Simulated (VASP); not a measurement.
# Os (P6_3/mmc) in VASP: a series of runs

The runs below take Os through single point, relaxation of cell and atoms, with PBEsol.

All numbers are computed with VASP 6.6.1; they aren't measurements. Logs are shortened: lines on timing, memory, paths and dates and some standing lists are left out, and cuts for length are marked.

## (1) The cell of the first run

The structure is hexagonal, space group P6_3/mmc (No. 194). The conventional cell has a = 2.727 Å, b = 2.727 Å, c = 4.313 Å, α = 90.00°, β = 90.00°, γ = 120.00°. Within 3.5 Å of Os (site symmetry -6m2) lie 12 Os at 2.67 to 2.73 Å.

## (2) Single point, PBEsol

The input, INCAR:

```
ALGO = Fast
EDIFF = 1E-6
ENCUT = 520
GGA = PS
ISIF = 2
ISMEAR = 0
LASPH = True
LCHARG = True
LELF = True
LREAL = False
LVHAR = True
LWAVE = False
NBANDS = 15
NELM = 100
PREC = Accurate
SIGMA = 0.1
```

The input, KPOINTS:

```
k-points
0
Gamma
  18 18 10
```

The input, POSCAR:

```
Os
1.0
    2.7271700858      0.0000000000      0.0000000000
   -1.3635850429      2.3617985747      0.0000000000
    0.0000000000      0.0000000000      4.3130863695
Os
2
Direct
    0.3333333333      0.6666666667      0.2500000000
    0.6666666667      0.3333333333      0.7500000000
```

Potentials or basis: VASP PAW PBE potentials, release 64 (Os).

Launch:

```sh
cat potpaw_PBE.64/Os/POTCAR > POTCAR
mpirun -np 1 vasp_std > vasp.out
```

OUTCAR:

```text
EDIFF = 1E-6
   ENCUT = 520
   GGA = PS
   ISIF = 2
   ISMEAR = 0
   LASPH = True
   LREAL = False
   NELM = 100
   PREC = Accurate

 ion  position               nearest neighbor table
   1  0.333  0.667  0.250-   2 2.67   2 2.67   2 2.67   2 2.67   2 2.67   2 2.67
   2  0.667  0.333  0.750-   1 2.67   1 2.67   1 2.67   1 2.67   1 2.67   1 2.67

  LATTYP: Found a hexagonal cell.
 ALAT       =     2.7271700858
 C/A-ratio  =     1.5815245232

  Lattice vectors:

 A1 = (   2.7271700858,   0.0000000000,   0.0000000000)
 A2 = (  -1.3635850429,   2.3617985747,   0.0000000000)
 A3 = (   0.0000000000,   0.0000000000,   4.3130863695)

Analysis of symmetry for initial positions (statically):
=====================================================================
 Subroutine PRICEL returns:
 Original cell was already a primitive cell.

 Routine SETGRP: Setting up the symmetry group for a
 hexagonal supercell.

 Subroutine GETGRP returns: Found 24 space group operations
 (whereof 12 operations were pure point group operations)
 out of a pool of 24 trial point group operations.

The static configuration has the point symmetry D_3d.
 The point group associated with its full space group is D_6h.

Analysis of symmetry for dynamics (positions and initial velocities):
=====================================================================
 Subroutine PRICEL returns:
 Original cell was already a primitive cell.

 Routine SETGRP: Setting up the symmetry group for a
 hexagonal supercell.

 Subroutine GETGRP returns: Found 24 space group operations
 (whereof 12 operations were pure point group operations)
 out of a pool of 24 trial point group operations.

The dynamic configuration has the point symmetry D_3d.
 The point group associated with its full space group is D_6h.

 Subroutine INISYM returns: Found 24 space group operations
 (whereof 12 operations are pure point group operations),
 and found     1 'primitive' translations

----------------------------------------------------------------------------------------

                                     Primitive cell

  volume of cell :      27.7807

  direct lattice vectors                    reciprocal lattice vectors
     2.727170086  0.000000000  0.000000000     0.366680467  0.211703066  0.000000000
    -1.363585043  2.361798575  0.000000000     0.000000000  0.423406132  0.000000000
     0.000000000  0.000000000  4.313086369     0.000000000  0.000000000  0.231852533

  length of vectors
     2.727170086  2.727170086  4.313086369     0.423406132  0.423406132  0.231852533

  position of ions in fractional coordinates (direct lattice)
     0.333333333  0.666666667  0.250000000
     0.666666667  0.333333333  0.750000000

  ion indices of the primitive-cell ions
   primitive index   ion index
                 1           1
                 2           2

----------------------------------------------------------------------------------------

 KPOINTS: k-points

Automatic generation of k-mesh.
 Grid dimensions read from file:
 generate k-points for:   18   18   10

 Generating k-lattice:

  Cartesian coordinates                     Fractional coordinates (reciprocal lattice)
     0.020371137  0.011761281  0.000000000     0.055555556 -0.000000000  0.000000000
     0.000000000  0.023522563  0.000000000     0.000000000  0.055555556  0.000000000
     0.000000000  0.000000000  0.023185253     0.000000000  0.000000000  0.100000000

  Length of vectors
     0.023522563  0.023522563  0.023185253

  Shift w.r.t. Gamma in fractional coordinates (k-lattice)
     0.000000000  0.000000000  0.000000000

 Subroutine IBZKPT returns following result:
 ===========================================

 Found    222 irreducible k-points:

 Following reciprocal coordinates:
            Coordinates               Weight
  0.000000  0.000000  0.000000      1.000000
  0.055556 -0.000000  0.000000      6.000000
  0.111111 -0.000000  0.000000      6.000000
  0.166667  0.000000  0.000000      6.000000
  0.222222  0.000000  0.000000      6.000000
  0.277778 -0.000000  0.000000      6.000000
[... 16 lines left out ...]
  0.333333  0.111111  0.000000     12.000000
  0.388889  0.111111  0.000000     12.000000
 [... further k-points ...]
   k-points           NKPTS =    222   k-points in BZ     NKDIM =    222   number of bands    NBANDS=     15
   number of dos      NEDOS =    301   number of ions     NIONS =      2
   total plane-waves  NPLWV =  12800
   dimension x,y,z NGX =    20 NGY =   20 NGZ =   32
   dimension x,y,z NGXF=    40 NGYF=   40 NGZF=   64
   ions per type =               2
   NGX,Y,Z   is equivalent  to a cutoff of  12.19, 12.19, 12.33 a.u.
   NGXF,Y,Z  is equivalent  to a cutoff of  24.38, 24.38, 24.67 a.u.
 SYSTEM =  unknown system
   PREC   = accura    normal or accurate (medium, high low for compatibility)
   ISTART =      0    job   : 0-new  1-cont  2-samecut
   ICHARG =      2    charge: 1-file 2-atom 10-const
   ISPIN  =      1    spin polarized calculation?
   LNONCOLLINEAR =      F non collinear calculations
   LSORBIT =      F    spin-orbit coupling
   LASPH  =      T    aspherical Exc in radial PAW
   ENCUT  =  520.0 eV  38.22 Ry    6.18 a.u.   5.07  5.07  8.02*2*pi/ulx,y,z
   NELM   =    100;   NELMIN=  2; NELMDL= -5     # of ELM steps
   EDIFF  = 0.1E-05   stopping-criterion for ELM
   LREAL  =      F    real-space projection
   EDIFFG = 0.1E-04   stopping-criterion for IOM
   NSW    =      0    number of steps for IOM
   IBRION =     -1    ionic relax: 0-MD 1-quasi-New 2-CG
   NFREE  =      0    steps in history (QN), initial steepest desc. (CG)
   ISIF   =      2    stress and relaxation
   ISYM   =      2    0-nonsym 1-usesym 2-fastsym
   POTIM  = 0.5000    time-step for ionic-motion
   TEBEG  =    0.0;   TEEND  =   0.0 temperature during run
   PSTRESS=    0.0 pullay stress
   NELECT =      16.0000    total number of electrons
   NUPDOWN=      -1.0000    fix difference up-down
   EMIN   =  10.00;   EMAX   =-10.00  energy-range for DOS
   EFERMI =   0.00;   METHOD = LEGACY
   ISMEAR =     0;   SIGMA  =   0.10  broadening in eV -4-tet -1-fermi 0-gaus
   EFERMI_NEDOS =   21; number of points for ismear=-14 and -15
   IALGO  =     68    algorithm
   IMIX   =      4    mixing-type and parameters
     AMIX     =   0.40;   BMIX     =  1.00
     AMIX_MAG =   1.60;   BMIX_MAG =  1.00
  volume/ion in A,a.u.               =      13.89        93.74
  Fermi-wavevector in a.u.,A,eV,Ry     =   1.362073  2.573945 25.242115  1.855243
  Thomas-Fermi vector in A             =   2.488594
   LORBIT       =      0    0 simple, 1 ext, 2 COOP (PROOUT), +10 PAW based schemes
   GGA     = PS    functional components
   LHFCALC =     F    Hartree Fock is set to
   AEXX    =    0.0000 exact exchange contribution
   IVDW    =     0    specifies the selected vdW correction
   LEPSILON=     F    determine dielectric tensor
   LRPA    =     F    only Hartree local field effects (RPA)
 non-spin polarized calculation
 RMM-DIIS sequential band-by-band and
 Gauss-broadening in eV      SIGMA  =   0.10
  energy-cutoff  :      520.00
  volume of cell :       27.78
 maximum number of plane-waves:       768
   NGX = 11   NGY = 11   NGZ = 17

 number of electron      15.9999998 magnetization

 Free energy of the ion-electron system (eV)
  ---------------------------------------------------
  ext. energy  EPLUGINS =         0.00000000
  ---------------------------------------------------
  free energy    TOTEN  =       -24.48565657 eV

  energy without entropy =      -24.47827917  energy(sigma->0) =      -24.48196787

 E-fermi :   9.4126     XC(G=0): -14.1941

 val. band max:        9.4037640877   @ k =   0.2222   0.0556   0.3000
 cond. band min:       9.4222939086   @ k =   0.4444   0.1111   0.4000
 fundamental gap:      0.0185298209
 Fermi energy:         9.4125955648

 k-point     1 :       0.0000    0.0000    0.0000
  band No.  band energies     occupation
      1      -1.6451      2.00000
      2       1.5199      2.00000
      3       6.3133      2.00000
      4       6.3133      2.00000
      5       6.5610      2.00000
      6       7.1661      2.00000
      7       7.1661      2.00000
      8       7.8432      2.00000
      9       7.8432      2.00000
     10       9.3991      1.15097
     11      11.1263      0.00000
     12      11.1263      0.00000
     13      18.5285      0.00000
     14      23.4522      0.00000
     15      26.1779      0.00000

 k-point     2 :       0.0556   -0.0000    0.0000
  band No.  band energies     occupation
      1      -1.5184      2.00000
      2       1.6336      2.00000
      3       6.0205      2.00000
      4       6.4252      2.00000
      5       6.8184      2.00000
      6       7.0883      2.00000
      7       7.2707      2.00000
      8       7.6887      2.00000
      9       7.7511      2.00000
     10       8.8002      2.00000
     11      11.1908      0.00000
     12      11.9114      0.00000
     13      18.5200      0.00000
     14      23.7178      0.00000
     15      26.3457      0.00000

 k-point     3 :       0.1111   -0.0000    0.0000
  band No.  band energies     occupation
      1      -1.1486      2.00000
      2       1.9519      2.00000
      3       5.5934      2.00000
      4       6.7567      2.00000
      5       6.8484      2.00000
      6       7.0645      2.00000
      7       7.2184      2.00000
      8       7.5072      2.00000
      9       7.5797      2.00000
     10       8.1674      2.00000
     11      11.3544      0.00000
     12      13.2711      0.00000
     13      18.4741      0.00000
     14      24.4420      0.00000
     15      26.7853      0.00000

 k-point     4 :       0.1667    0.0000    0.0000
  band No.  band energies     occupation
      1      -0.5697      2.00000
      2       2.3906      2.00000
      3       5.1872      2.00000
      4       6.1180      2.00000
      5       6.5742      2.00000
      6       7.1787      2.00000
      7       7.2945      2.00000
      8       7.6830      2.00000
      9       7.8301      2.00000
     10       8.0777      2.00000
     11      11.5577      0.00000
     12      14.7479      0.00000
     13      18.3571      0.00000
     14      25.2193      0.00000
     15      26.9909      0.00000
[... 307 lines left out ...]
 k-point    22 :       0.2778    0.1111    0.0000
  band No.  band energies     occupation
      1       1.9279      2.00000
      2       2.9829      2.00000
      3       3.6724      2.00000
      4       4.9209      2.00000
      5       5.9234      2.00000
      6       6.6982      2.00000
      7       7.1782      2.00000
      8       9.3381      1.70776
      9      10.2719      0.00000
     10      11.2976      0.00000
     11      11.8673      0.00000
     12      17.9744      0.00000
     13      19.6655      0.00000
     14      20.2944      0.00000
     15      22.4041      0.00000

 k-point    23 :       0.3333    0.1111    0.0000
  band No.  band energies     occupation
      1       2.3657      2.00000
      2       2.7450      2.00000
      3       3.2326      2.00000
      4       5.3879      2.00000
      5       5.8100      2.00000
      6       6.9266      2.00000
      7       7.1270      2.00000
      8      10.1845      0.00000
      9      11.0064      0.00000
     10      11.9209      0.00000
     11      12.3506      0.00000
     12      17.9654      0.00000
     13      18.5573      0.00000
     14      20.8650      0.00000
     15      21.0200      0.00000

 k-point    24 :       0.3889    0.1111    0.0000
  band No.  band energies     occupation
      1       2.5121      2.00000
      2       2.6299      2.00000
      3       2.9631      2.00000
      4       5.7565      2.00000
      5       5.8491      2.00000
      6       6.7495      2.00000
      7       7.4551      2.00000
      8      11.0197      0.00000
      9      11.4640      0.00000
     10      11.9507      0.00000
     11      13.3748      0.00000
     12      16.4137      0.00000
     13      18.8722      0.00000
     14      19.9576      0.00000
     15      21.7384      0.00000

 [... further k-points ...]
[... 5 lines left out ...]
  --------------------------------------------------------------------------------------
  -------------------------------------------------------------------------------------
  Total        0.0851145      0.0851145      0.0730489      0.0000000      0.0000000     -0.0000000
  in kB        4.9087474      4.9087474      4.2129010      0.0000000      0.0000000     -0.0000000
  external PRESSURE =       4.6767986 kB  Pullay stress =       0.0000000 kB

 VOLUME and BASIS-vectors are now :
 -----------------------------------------------------------------------------
  energy-cutoff  :      520.00
  volume of cell :       27.78
      direct lattice vectors                 reciprocal lattice vectors
     2.727170086  0.000000000  0.000000000     0.366680467  0.211703066  0.000000000
    -1.363585043  2.361798575  0.000000000     0.000000000  0.423406132  0.000000000
     0.000000000  0.000000000  4.313086369     0.000000000  0.000000000  0.231852533

 POSITION                                       TOTAL-FORCE (eV/Angst)
 -----------------------------------------------------------------------------------
     -0.00000      1.57453      1.07827         0.000000     -0.000000      0.000000
      1.36359      0.78727      3.23481        -0.000000      0.000000      0.000000
 -----------------------------------------------------------------------------------
    total drift:                               -0.000000      0.000000     -0.000000

  FREE ENERGIE OF THE ION-ELECTRON SYSTEM (eV)
  ---------------------------------------------------
  free  energy   TOTEN  =       -24.4856565660 eV

  energy  without entropy=      -24.4782791706  energy(sigma->0) =      -24.48196787
```

It took 58 s on 1 thread of Intel Xeon Platinum 8259CL at 2.50GHz (Skylake/Cascade Lake), shared host; peak memory 0.2 GiB.

What came out:

| Property | Result |
| --- | --- |
| Free energy | -24.4857 eV |
| Pressure | 0.5 GPa |
| Band gap on the k mesh | zero (band 8 reaches 11.49 eV, above the bottom of band 9 at 7.49 eV) |

Caveat: the PAW data sets were made with another functional, which shifts forces and pressure a little; spin-orbit coupling is left out, which moves the levels of the heavy elements.

(Continued in part 2 of 2.)
